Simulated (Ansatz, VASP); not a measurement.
AlW3: VASP beside Ansatz

```
Al W
1.0
     3.98943    0.00000    0.00000
     0.00000    3.98943    0.00000
     0.00000    0.00000    3.98943
Al W
1 3
Direct
  0.00000 0.00000 0.00000
  0.50000 0.00000 0.50000
  0.00000 0.50000 0.50000
  0.50000 0.50000 0.00000
```

Change from the starting cell: species swapped into the GaNi3 type (Pm-3m, No. 221).

Alike in both runs: functional PBE; k mesh 12 × 12 × 12; occupations gaussian, width 0.1 eV; no spin polarisation.

Ansatz relaxed the structure, and its values are those at the end. VASP's run is a single point on that final structure, the one shown.

|  | VASP | Ansatz |
| --- | --- | --- |
| version | VASP 6.6.1 | Ansatz 0.2.0 |
| potentials or method | VASP PAW PBE potentials, release 64 (Al, W_sv), cutoff 520 eV | scalar-relativistic, plane waves, PAW |
| valence electrons in the cell | 45 | 45 |

Ansatz gave:

| Quantity | Value |
| --- | --- |
| gap on the k mesh at the Fermi level (eV) | none |
| pressure (GPa) | 0.0 |

Estimate VASP's values.

gap on the k mesh at the Fermi level (eV): none; pressure (GPa): 0.3.

A gap of «none» marks a metal or a gap that the smearing closes.

Neither program's run includes spin-orbit coupling.
